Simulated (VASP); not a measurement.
Li, 1 atom in the cell. The structure is cubic, space group Fm-3m (No. 225). Conventional cell: a = 4.322 Å, b = 4.322 Å, c = 4.322 Å, α = 90.00°, β = 90.00°, γ = 90.00°. Li (site symmetry m-3m) has 12 Li at 3.06 Å within 4.0 Å. This isn't the form of Li at room conditions, which is bcc.

```yaml
Program: VASP 6.6.1
Task: single point
Functional: PBEsol
Potentials_or_basis: VASP PAW PBE potentials, release 64 (Li_sv)
Cutoff: 520 eV
k_mesh: 18 × 18 × 18
Occupations: gaussian, width 0.05 eV
Spin: no spin polarisation
Dipole_correction: no
Further_INCAR_settings: ALGO = Normal; EDIFF = 1e-07; NBANDS = 8
```

Potentials or basis: VASP PAW PBE potentials, release 64 (Li_sv).

Run with:

```bash
$ cat potpaw_PBE.64/Li_sv/POTCAR > POTCAR
$ mpirun -np 1 vasp_std > vasp.out
```

Hardware: 1 thread of Intel Xeon 8259CL, with other jobs on the host.

Problem. Estimate the wall time of this run.

Solution. It took 29 s on 1 thread of Intel Xeon 8259CL (shared host), peak memory 0.14 GiB. Counts: scf iterations 11, k points 195.
